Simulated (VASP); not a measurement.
# Be (P6_3/mmc) in VASP: a series of runs

Runs on Be. Level: LDA. Tasks: single point.

Everything below comes from runs of VASP 6.6.1. Logs are shortened: lines on timing, memory, paths and dates and some standing lists are left out, and cuts for length are marked.

## (1) The cell of the first run

Symmetry: P6_3/mmc, No. 194, hexagonal system. The conventional cell has a = 2.230 Å, b = 2.230 Å, c = 3.508 Å, α = 90.00°, β = 90.00°, γ = 120.00°. Within 2.9 Å of Be (site symmetry -6m2) lie 12 Be at 2.18 to 2.23 Å.

## (2) Single point, LDA

INCAR

```
SYSTEM = Be
  PREC = Accurate
  ENCUT = 520
  EDIFF = 1E-7
  ISMEAR = -1
  SIGMA = 0.1
  LREAL = .False.
  LASPH = .True.
  NELM = 60
  ALGO = Normal
  ISIF = 2
  LWAVE = .False.
  LCHARG = .False.
  NBANDS = 9
```

KPOINTS

```
regular mesh
0
Gamma
  23 23 13
  0 0 0
```

POSCAR

```
Be
1.0
    2.2295160349      0.0000000000      0.0000000000
   -1.1147580175      1.9308175243      0.0000000000
    0.0000000000      0.0000000000      3.5083258361
Be
2
Direct
    0.3333333333      0.6666666667      0.2500000000
    0.6666666667      0.3333333333      0.7500000000
```

Potentials or basis: VASP PAW LDA potentials, release 64 (Be).

Run with:

```console
cat potpaw_LDA.64/Be/POTCAR > POTCAR
mpirun -np 1 vasp_std > vasp.out
```

OUTCAR:

```text
SYSTEM = Be
   PREC = Accurate
   ENCUT = 520
   EDIFF = 1E-7
   ISMEAR = -1
   LREAL = .False.
   LASPH = .True.
   NELM = 60
   ISIF = 2

 ion  position               nearest neighbor table
   1  0.333  0.667  0.250-   2 2.18   2 2.18   2 2.18   2 2.18   2 2.18   2 2.18
   2  0.667  0.333  0.750-   1 2.18   1 2.18   1 2.18   1 2.18   1 2.18   1 2.18

  LATTYP: Found a hexagonal cell.
 ALAT       =     2.2295160349
 C/A-ratio  =     1.5735817914

  Lattice vectors:

 A1 = (   2.2295160349,   0.0000000000,   0.0000000000)
 A2 = (  -1.1147580175,   1.9308175243,   0.0000000000)
 A3 = (   0.0000000000,   0.0000000000,   3.5083258361)

Analysis of symmetry for initial positions (statically):
=====================================================================
 Subroutine PRICEL returns:
 Original cell was already a primitive cell.

 Routine SETGRP: Setting up the symmetry group for a
 hexagonal supercell.

 Subroutine GETGRP returns: Found 24 space group operations
 (whereof 12 operations were pure point group operations)
 out of a pool of 24 trial point group operations.

The static configuration has the point symmetry D_3d.
 The point group associated with its full space group is D_6h.

Analysis of symmetry for dynamics (positions and initial velocities):
=====================================================================
 Subroutine PRICEL returns:
 Original cell was already a primitive cell.

 Routine SETGRP: Setting up the symmetry group for a
 hexagonal supercell.

 Subroutine GETGRP returns: Found 24 space group operations
 (whereof 12 operations were pure point group operations)
 out of a pool of 24 trial point group operations.

The dynamic configuration has the point symmetry D_3d.
 The point group associated with its full space group is D_6h.

 Subroutine INISYM returns: Found 24 space group operations
 (whereof 12 operations are pure point group operations),
 and found     1 'primitive' translations

----------------------------------------------------------------------------------------

                                     Primitive cell

  volume of cell :      15.1026

  direct lattice vectors                    reciprocal lattice vectors
     2.229516035  0.000000000  0.000000000     0.448527835  0.258957666  0.000000000
    -1.114758018  1.930817524  0.000000000     0.000000000  0.517915332  0.000000000
     0.000000000  0.000000000  3.508325836     0.000000000  0.000000000  0.285036239

  length of vectors
     2.229516035  2.229516035  3.508325836     0.517915332  0.517915332  0.285036239
[... 81 lines left out ...]
   EDIFF  = 0.1E-06   stopping-criterion for ELM
   LREAL  =      F    real-space projection
   EDIFFG = 0.1E-05   stopping-criterion for IOM
   NSW    =      0    number of steps for IOM
   IBRION =     -1    ionic relax: 0-MD 1-quasi-New 2-CG
   NFREE  =      0    steps in history (QN), initial steepest desc. (CG)
   ISIF   =      2    stress and relaxation
   ISYM   =      2    0-nonsym 1-usesym 2-fastsym
   POTIM  = 0.5000    time-step for ionic-motion
   TEBEG  =    0.0;   TEEND  =   0.0 temperature during run
   PSTRESS=    0.0 pullay stress
   NELECT =       4.0000    total number of electrons
   NUPDOWN=      -1.0000    fix difference up-down
   EMIN   =  10.00;   EMAX   =-10.00  energy-range for DOS
   EFERMI =   0.00;   METHOD = LEGACY
   ISMEAR =    -1;   SIGMA  =   0.10  broadening in eV -4-tet -1-fermi 0-gaus
   EFERMI_NEDOS =   21; number of points for ismear=-14 and -15
   IALGO  =     38    algorithm
   IMIX   =      4    mixing-type and parameters
     AMIX     =   0.40;   BMIX     =  1.00
     AMIX_MAG =   1.60;   BMIX_MAG =  1.00
  volume/ion in A,a.u.               =       7.55        50.96
  Fermi-wavevector in a.u.,A,eV,Ry     =   1.051343  1.986749 15.038807  1.105321
  Thomas-Fermi vector in A             =   2.186382
   LORBIT       =      0    0 simple, 1 ext, 2 COOP (PROOUT), +10 PAW based schemes
   GGA     = CA    functional components
   LHFCALC =     F    Hartree Fock is set to
   AEXX    =    0.0000 exact exchange contribution
   IVDW    =     0    specifies the selected vdW correction
   LEPSILON=     F    determine dielectric tensor
   LRPA    =     F    only Hartree local field effects (RPA)
 non-spin polarized calculation
  energy-cutoff  :      520.00
  volume of cell :       15.10
 maximum number of plane-waves:       424
 NGX is ok and might be reduce to    18
   NGX =  9   NGY =  9   NGZ = 13

 number of electron       4.0000000 magnetization

 Free energy of the ion-electron system (eV)
  ---------------------------------------------------
  ext. energy  EPLUGINS =         0.00000000
  ---------------------------------------------------
  free energy    TOTEN  =        -8.42330432 eV

  energy without entropy =       -8.41992019  energy(sigma->0) =       -8.42161225

 E-fermi :   7.1101     XC(G=0): -10.7733

 val. band max:        7.1026263778   @ k =   0.2609   0.1304   0.0000
 cond. band min:       7.1667523339   @ k =   0.3478   0.0000   0.0000
 fundamental gap:      0.0641259560
 Fermi energy:         7.1101125416

 k-point     1 :       0.0000    0.0000    0.0000
  band No.  band energies     occupation
      1      -4.3016      2.00000
      2       2.5475      2.00000
      3       8.5489      0.00000
      4      23.4467      0.00000
      5      23.4467      0.00000
      6      26.3776      0.00000
      7      26.3776      0.00000
      8      28.4989      0.00000
      9      35.1400      0.00000
[... 265 lines left out ...]
 k-point    24 :       0.0870    0.0870    0.0000
  band No.  band energies     occupation
      1      -3.6499      2.00000
      2       3.4256      2.00000
      3       8.6626      0.00000
      4      19.7563      0.00000
      5      20.3295      0.00000
      6      26.3295      0.00000
      7      26.7322      0.00000
      8      27.0217      0.00000
      9      31.0980      0.00000

 [... further k-points ...]
[... 5 lines left out ...]
  --------------------------------------------------------------------------------------
  -------------------------------------------------------------------------------------
  Total        0.0224662      0.0224662      0.0789329     -0.0000000      0.0000000      0.0000000
  in kB        2.3833554      2.3833554      8.3736901     -0.0000000      0.0000000      0.0000000
  external PRESSURE =       4.3801336 kB  Pullay stress =       0.0000000 kB

 VOLUME and BASIS-vectors are now :
 -----------------------------------------------------------------------------
  energy-cutoff  :      520.00
  volume of cell :       15.10
      direct lattice vectors                 reciprocal lattice vectors
     2.229516035  0.000000000  0.000000000     0.448527835  0.258957666  0.000000000
    -1.114758018  1.930817524  0.000000000     0.000000000  0.517915332  0.000000000
     0.000000000  0.000000000  3.508325836     0.000000000  0.000000000  0.285036239

 POSITION                                       TOTAL-FORCE (eV/Angst)
 -----------------------------------------------------------------------------------
     -0.00000      1.28721      0.87708         0.000000      0.000000      0.000000
      1.11476      0.64361      2.63124        -0.000000      0.000000      0.000000
 -----------------------------------------------------------------------------------
    total drift:                                0.000000     -0.000000      0.000000

  FREE ENERGIE OF THE ION-ELECTRON SYSTEM (eV)
  ---------------------------------------------------
  free  energy   TOTEN  =        -8.4233043152 eV

  energy  without entropy=       -8.4199201921  energy(sigma->0) =       -8.42161225
```

OSZICAR:

```text
N       E                     dE             d eps       ncg     rms          rms(c)
DAV:   1    -0.407641267967E+01   -0.40764E+01   -0.18146E+03  7176   0.368E+02
DAV:   2    -0.843428986476E+01   -0.43579E+01   -0.42598E+01 10434   0.476E+01
DAV:   3    -0.848063156320E+01   -0.46342E-01   -0.46128E-01  7822   0.343E+00
DAV:   4    -0.848067887115E+01   -0.47308E-04   -0.47306E-04  8521   0.952E-02
DAV:   5    -0.848067887695E+01   -0.57988E-08   -0.58992E-08  7662   0.128E-03    0.128E+00
DAV:   6    -0.844135259728E+01    0.39326E-01   -0.26620E-03  7863   0.338E-01    0.770E-01
DAV:   7    -0.842331353884E+01    0.18039E-01   -0.43544E-03  8154   0.423E-01    0.203E-02
DAV:   8    -0.842330537208E+01    0.81668E-05   -0.12518E-05  7713   0.277E-02    0.537E-03
DAV:   9    -0.842330432066E+01    0.10514E-05   -0.55161E-07  8363   0.566E-03    0.588E-04
DAV:  10    -0.842330431518E+01    0.54798E-08   -0.11656E-09  4750   0.277E-04
   1 F= -.84233043E+01 E0= -.84216123E+01  d E =-.338412E-02
```

Run time: 18 s. Hardware: 1 thread of AMD EPYC 9R45 (Zen 5), shared host; peak memory 0.12 GiB.

Results:

```yaml
Free_energy: -8.4233 eV
Pressure: 0.4 GPa
Band_gap_on_the_k_mesh: zero (band 2 reaches 8.01 eV, above the bottom of band 3 at 6.60 eV)
```

Levels at points of the mesh, in eV from the Fermi level:
| k point | band 1 | band 2 | band 3 | band 4 | band 5 | band 6 |
| --- | --- | --- | --- | --- | --- | --- |
| (0.00, 0.00, 0.00) | -11.41 | -4.56 | 1.44 | 16.34 | 16.34 | 19.27 |

## (3) Single point, LDA

INCAR

```
SYSTEM = Be
ALGO = Normal ; EDIFF = 1E-7
ENCUT = 520 ; GGA = CA
ISIF = 2 ; ISMEAR = -1
LASPH = .True. ; LCHARG = .True.
LELF = .True. ; LREAL = .False.
LVHAR = .True. ; LWAVE = .False.
NBANDS = 9 ; NELM = 100
PREC = Accurate ; SIGMA = 0.1
```

KPOINTS

```
k-points
0
Gamma
  26 26 15
  0 0 0
```

POSCAR is that of step 2.

Potentials or basis: VASP PAW LDA potentials, release 64 (Be).

Run with:

```console
cat potpaw_LDA.64/Be/POTCAR > POTCAR
mpirun -np 1 vasp_std > vasp.out
```

It took 26 s on 1 thread of AMD EPYC 9R45 (Zen 5), shared host; peak memory 0.14 GiB.

Results (log left out):

| Property | Result |
| --- | --- |
| Free energy | -8.4234 eV |
| Pressure | 0.4 GPa |
| Band gap on the k mesh | zero (band 2 reaches 8.23 eV, above the bottom of band 3 at 6.51 eV) |

Stress tensor (GPa, compression positive):
```
0.01 0.00 0.00
0.00 0.01 0.00
0.00 0.00 1.24
```

Levels at points of the mesh, in eV from the Fermi level:
| k point | band 1 | band 2 | band 3 | band 4 | band 5 | band 6 | band 7 |
| --- | --- | --- | --- | --- | --- | --- | --- |
| (0.00, 0.00, 0.00) | -11.49 | -4.64 | 1.36 | 16.26 | 16.26 | 19.19 | 19.19 |
| (0.50, 0.00, 0.00) | -5.19 | -3.16 | 3.65 | 6.64 | 7.04 | 9.54 | 10.54 |

## (4) Single point, LDA

INCAR

```
  PREC = Accurate
  ENCUT = 520
  EDIFF = 1E-6
  ISMEAR = -1
  SIGMA = 0.1
  LREAL = F
  LASPH = T
  NELM = 80
  ALGO = Normal
  ISIF = 2
  LWAVE = F
  LCHARG = F
  GGA = CA
  NBANDS = 9
```

KPOINTS

```
regular mesh
0
Gamma
  3 3 2
```

POSCAR is that of step 3.

Run with:

```console
cat potpaw_LDA.64/Be/POTCAR > POTCAR
mpirun -np 1 vasp_std > vasp.out
```

Wall time 1.3 s (1 thread of Intel Xeon Platinum 8259CL at 2.50GHz (Skylake/Cascade Lake), shared host); peak memory 0.11 GiB.

Results (log left out):

```
Free energy            : -7.0982 eV
Pressure               : 11.0 GPa
Band gap on the k mesh : zero (band 2 reaches 6.84 eV, above the bottom of band 3 at 6.18 eV)
```

Stress tensor (GPa, compression positive):
```
19.54  0.00  0.00
 0.00 19.54  0.00
 0.00  0.00 -6.23
```

Levels at points of the mesh, in eV from the Fermi level:
| k point | band 1 | band 2 | band 3 | band 4 | band 5 | band 6 |
| --- | --- | --- | --- | --- | --- | --- |
| (0.00, 0.00, 0.00) | -11.20 | -4.32 | 1.62 | 16.56 | 16.56 | 19.47 |
| (0.00, 0.00, 0.50) | -9.03 | -9.03 | 11.32 | 11.32 | 18.24 | 18.24 |

Caveat: the k points lie up to 1.08 Å⁻¹ apart.

## (5) Single point, LDA

INCAR

```
SYSTEM = Be
PREC = Accurate
ENCUT = 520
EDIFF = 1E-7
ISMEAR = -1
SIGMA = 0.1
LREAL = .False.
LASPH = .True.
NELM = 60
ALGO = Normal
ISIF = 2
LWAVE = .False.
LCHARG = .True.
LELF = .True.
LVHAR = .True.
NBANDS = 9
```

KPOINTS

```
regular mesh
0
Gamma
  4 4 2
  0 0 0
```

POSCAR is that of step 4.

Run with:

```console
cat potpaw_LDA.64/Be/POTCAR > POTCAR
mpirun -np 1 vasp_std > vasp.out
```

It took 1.7 s on 1 thread of Intel Xeon Platinum 8259CL at 2.50GHz (Skylake/Cascade Lake), shared host; peak memory 0.11 GiB.

The run converged, but its numbers aren't listed here, since they failed a check.

Caveat: the k points lie up to 0.90 Å⁻¹ apart; the mesh shows a gap though the element is a metal.

## (6) Single point, LDA

INCAR

```
SYSTEM = Be
PREC = Accurate
ENCUT = 520
EDIFF = 1E-7
ISMEAR = -1
SIGMA = 0.1
LREAL = .FALSE.
LASPH = .TRUE.
NELM = 80
ALGO = Normal
ISIF = 2
LWAVE = .FALSE.
LCHARG = .FALSE.
GGA = CA
NBANDS = 9
```

KPOINTS

```
regular mesh
0
G
  6 6 3
  0 0 0
```

POSCAR is that of step 5.

Potentials or basis: VASP PAW LDA potentials, release 64 (Be).

Run with:

```console
cat potpaw_LDA.64/Be/POTCAR > POTCAR
mpirun -np 1 vasp_std > vasp.out
```

Wall time 2 s (1 thread of Intel Xeon Platinum 8259CL at 2.50GHz (Skylake/Cascade Lake), shared host); peak memory 0.11 GiB.

The run converged. Its results:

```
Free energy            : -8.3072 eV
Pressure               : 1.0 GPa
Band gap on the k mesh : zero (band 2 reaches 6.80 eV, above the bottom of band 3 at 5.99 eV)
```

Stress tensor (GPa, compression positive):
```
 5.85  0.00  0.00
 0.00  5.85  0.00
 0.00  0.00 -8.63
```

Levels at points of the mesh, in eV from the Fermi level:
| k point | band 1 | band 2 | band 3 | band 4 | band 5 |
| --- | --- | --- | --- | --- | --- |
| (0.00, 0.00, 0.00) | -10.90 | -4.05 | 1.95 | 16.85 | 16.85 |
| (0.50, 0.00, 0.00) | -4.61 | -2.57 | 4.23 | 7.22 | 7.63 |

Caveat: the k points lie up to 0.60 Å⁻¹ apart.

## (7) The runs side by side

| k mesh | gap on the mesh (eV) | pressure (GPa) |
| --- | --- | --- |
| 23 × 23 × 13 | none | 0.4 |
| 26 × 26 × 15 | none | 0.4 |
| 3 × 3 × 2 | none | 11.0 |
| 6 × 6 × 3 | none | 1.0 |

Alike in all rows: task single point; level LDA; potentials or basis VASP PAW LDA potentials, release 64 (Be); no spin polarisation; cell as given; cutoff (eV) 520; smearing fermi-dirac 0.1 eV.

Caveats: some runs use coarse meshes.

Absolute energies hang on the potentials; compare differences alone.
